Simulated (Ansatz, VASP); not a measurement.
**Two plane-wave programs on Ta4C3**

Contents of INCAR:

```
SYSTEM = Ta4C3
  PREC = Accurate
  ENCUT = 520
  EDIFF = 1E-6
  ISMEAR = 0
  SIGMA = 0.15
  LREAL = .FALSE.
  LASPH = .TRUE.
  NELM = 80
  ALGO = Normal
  ISIF = 2
  LWAVE = .FALSE.
  LCHARG = .TRUE.
  GGA = PS
  LELF = .TRUE.
  LVHAR = .TRUE.
  NBANDS = 69
```

KPOINTS

```
regular mesh
0
G
  9 9 5
  0 0 0
```

Contents of POSCAR:

```
Ta4C3
1.0
    0.0000000000     -4.4026022057      0.0000000000
    0.0000000000      0.0000000000     -4.4026022057
    9.3052044115      0.0000000000      0.0000000000
Ta C
8 6
Direct
    0.5000000000      0.5000000000      0.8279833005
    0.5000000000      0.5000000000      0.3548499859
    1.0000000000      0.5000000000      0.1182833286
    1.0000000000      0.5000000000      0.5914166432
    0.5000000000      1.0000000000      0.1182833286
    0.5000000000      1.0000000000      0.5914166432
    0.0000000000      0.0000000000      0.3548499859
    0.0000000000      0.0000000000      0.8279833005
    0.0000000000      1.0000000000      0.1182833286
    0.0000000000      1.0000000000      0.5914166432
    0.5000000000      1.0000000000      0.8279833005
    0.5000000000      1.0000000000      0.3548499859
    0.0000000000      0.5000000000      0.8279833005
    0.0000000000      0.5000000000      0.3548499859
```

Input for Ansatz:

```yaml
crystal:
  lattice:
    - [0.0, -4.4026022057, 0.0]
    - [0.0, 0.0, -4.4026022057]
    - [9.3052044115, 0.0, 0.0]
  atoms:
    - { symbol: Ta, position: [0.5, 0.5, 0.8279833005] }
    - { symbol: Ta, position: [0.5, 0.5, 0.3548499859] }
    - { symbol: Ta, position: [1.0, 0.5, 0.1182833286] }
    - { symbol: Ta, position: [1.0, 0.5, 0.5914166432] }
    - { symbol: Ta, position: [0.5, 1.0, 0.1182833286] }
    - { symbol: Ta, position: [0.5, 1.0, 0.5914166432] }
    - { symbol: Ta, position: [0.0, 0.0, 0.3548499859] }
    - { symbol: Ta, position: [0.0, 0.0, 0.8279833005] }
    - { symbol: C, position: [0.0, 1.0, 0.1182833286] }
    - { symbol: C, position: [0.0, 1.0, 0.5914166432] }
    - { symbol: C, position: [0.5, 1.0, 0.8279833005] }
    - { symbol: C, position: [0.5, 1.0, 0.3548499859] }
    - { symbol: C, position: [0.0, 0.5, 0.8279833005] }
    - { symbol: C, position: [0.0, 0.5, 0.3548499859] }
basis:
  ecutwfc: 420
kpoints:
  mp_grid: { grid: [9, 9, 5] }
hamiltonian:
  xc: pbesol
scf:
  occupations: { method: gaussian, width: 0.15 }
output:
  forces: true
  stress: true
  eigenvalues: true
```

Alike in both runs: task single point; functional PBEsol; k mesh 9 × 9 × 5; occupations gaussian, width 0.15 eV; no spin polarisation.

|  | VASP | Ansatz |
| --- | --- | --- |
| version | VASP 6.6.1 | Ansatz 0.2.0 |
| potentials or method | VASP PAW PBE potentials, release 64 (Ta_pv, C), cutoff 520 eV | scalar-relativistic, plane waves, PAW |
| valence electrons in the cell | 112 | 128 |

VASP gave:

- gap on the k mesh at the Fermi level (eV): none
- pressure (GPa): -8.2
- traceless stress, the component that is largest in VASP (GPa): -6.90
- rms of the force components (eV/Å): 0.473

Task: Which values does Ansatz return?

Result: gap on the k mesh at the Fermi level (eV): none; pressure (GPa): -8.8; traceless stress, the component that is largest in VASP (GPa): -6.81; rms of the force components (eV/Å): 0.467.

VASP's potentials were made for PBE, not for PBEsol. Atom by atom the forces differ by 0.006 eV/Å (rms over components). A gap of «none» marks a metal or a gap that the smearing closes. With one functional, cell and mesh, what is left measures potentials, basis and numerics. VASP's potentials hold 112 valence electrons a cell and Ansatz's 128, so a difference there can come from the potentials and not from the codes.

Spin-orbit coupling is off throughout.
